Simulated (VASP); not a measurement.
Write the native input for VASP 6.6.1 that does the following.

- Task: single point
- Functional: r2SCAN
- Potentials or basis: VASP PAW PBE potentials, release 64 (Ru_pv)
- Cutoff: 520 eV
- k mesh: 18 × 18 × 10
- Occupations: gaussian, width 0.1 eV
- Spin: no spin polarisation
- Dipole correction: no
- Further INCAR settings: ALGO = Normal; EDIFF = 1e-06; NBANDS = 21

Crystal: Ru.

```
CELL_PARAMETERS angstrom
2.64477 0.00000 0.00000
-1.32239 2.29044 0.00000
0.00000 0.00000 4.18650
ATOMIC_POSITIONS crystal
Ru 0.33333 0.66667 0.25000
Ru 0.66667 0.33333 0.75000
```

These files were run (other wordings do the same):

POSCAR

```
Ru
1.0
    2.6447716058      0.0000000000      0.0000000000
   -1.3223858029      2.2904393978      0.0000000000
    0.0000000000      0.0000000000      4.1865036902
Ru
2
Direct
    0.3333333333      0.6666666667      0.2500000000
    0.6666666667      0.3333333333      0.7500000000
```

INCAR.step1

```
SYSTEM = Ru
PREC     = Accurate       ! precision mode
ENCUT    = 520            ! plane-wave cutoff, eV
ISMEAR   = 0              ! smearing method
SIGMA    = 0.1            ! smearing width, eV
LREAL    = .FALSE.        ! projectors in reciprocal space
LASPH    = .TRUE.         ! aspherical terms in the spheres
NELM     = 100            ! most SCF steps
NBANDS   = 21             ! bands
GGA      = PE             ! functional
ALGO     = Normal         ! electronic algorithm
EDIFF    = 1E-4           ! SCF threshold, eV
LWAVE    = .TRUE.         ! write WAVECAR
LCHARG   = .FALSE.        ! write CHGCAR
```

INCAR.step2

```
SYSTEM = Ru
PREC     = Accurate       ! precision mode
ENCUT    = 520            ! plane-wave cutoff, eV
EDIFF    = 1E-6           ! SCF threshold, eV
ISMEAR   = 0              ! smearing method
SIGMA    = 0.1            ! smearing width, eV
LREAL    = .FALSE.        ! projectors in reciprocal space
LASPH    = .TRUE.         ! aspherical terms in the spheres
NELM     = 100            ! most SCF steps
ALGO     = Normal         ! electronic algorithm
ISIF     = 2              ! what is computed and relaxed
LWAVE    = .FALSE.        ! write WAVECAR
LCHARG   = .FALSE.        ! write CHGCAR
METAGGA  = R2SCAN         ! meta-GGA
LMIXTAU  = .TRUE.       
NBANDS   = 21             ! bands
ISTART   = 1
```

KPOINTS

```
regular mesh
0
G
  18 18 10
  0 0 0
```

Potentials or basis: VASP PAW PBE potentials, release 64 (Ru_pv).

Command:

```console
$ cat potpaw_PBE.64/Ru_pv/POTCAR > POTCAR
$ cp INCAR.step1 INCAR
$ mpirun -np 1 vasp_std > vasp.out
$ cp INCAR.step2 INCAR
$ mpirun -np 1 vasp_std > vasp.out
```

Results of the run:

```yaml
Pressure: 26.3 GPa
Band_gap_on_the_k_mesh: zero (bands 14 and 15 overlap by 3.61 eV)
```

Caveat: the cell stands under pressure; the PAW data sets were made with another functional, which shifts forces and pressure a little.

Wall time 2 min on 1 thread of Intel(R) Xeon(R) 6975P-C (Granite Rapids) (shared host), peak memory 0.21 GiB.
